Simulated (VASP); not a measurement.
Write the native input for VASP 6.6.1 that does the following.

| Quantity | Value |
| --- | --- |
| Task | single point |
| Functional | r2SCAN |
| Potentials or basis | VASP PAW PBE potentials, release 64 (Pt) |
| Cutoff | 550 eV |
| k mesh | 18 × 18 × 18 |
| Occupations | gaussian, width 0.1 eV |
| Spin | no spin polarisation |
| Dipole correction | no |
| Further INCAR settings | ALGO = Normal; EDIFF = 1e-06; NBANDS = 11 |

Pt:

```
Pt
1.0
     0.00000    1.96998    1.96998
     1.96998    0.00000    1.96998
     1.96998    1.96998    0.00000
Pt
1
Direct
  0.00000 0.00000 0.00000
```

One way to write it, as run:

POSCAR

```
Pt
1.0
    0.0000000000      1.9699842901      1.9699842901
    1.9699842901      0.0000000000      1.9699842901
    1.9699842901      1.9699842901      0.0000000000
Pt
1
Direct
    0.0000000000      0.0000000000      0.0000000000
```

INCAR.step1

```
SYSTEM = Pt
PREC = Accurate
ENCUT = 550
ISMEAR = 0
SIGMA = 0.1
LREAL = .False.
LASPH = .True.
NELM = 120
NBANDS = 11
GGA = PE
ALGO = Normal
EDIFF = 1E-5
LWAVE = .True.
LCHARG = .False.
GGA_COMPAT = .False.
```

INCAR.step2

```
SYSTEM = Pt
PREC = Accurate
ENCUT = 550
EDIFF = 1E-6
ISMEAR = 0
SIGMA = 0.1
LREAL = .False.
LASPH = .True.
NELM = 120
ALGO = Normal
ISIF = 2
LWAVE = .False.
LCHARG = .False.
METAGGA = R2SCAN
LMIXTAU = .True.
NBANDS = 11
ISTART = 1
GGA_COMPAT = .False.
```

KPOINTS

```
Automatic mesh
0
Gamma
  18 18 18
  0 0 0
```

Potentials or basis: VASP PAW PBE potentials, release 64 (Pt).

The run is started by

```bash
$ cat potpaw_PBE.64/Pt/POTCAR > POTCAR
$ cp INCAR.step1 INCAR
$ mpirun -np 1 vasp_std > vasp.out
$ cp INCAR.step2 INCAR
$ mpirun -np 1 vasp_std > vasp.out
```

Results of the run:

```
Pressure               : 0.8 GPa
Band gap on the k mesh : zero (band 5 reaches 11.26 eV, above the bottom of band 6 at 8.94 eV)
```

Caveat: the PAW data sets were made with another functional, which shifts forces and pressure a little; spin-orbit coupling is left out, which moves the levels of the heavy elements.

It took 75 s on 1 thread of Intel Xeon 6975P-C (shared host), peak memory 0.17 GiB.
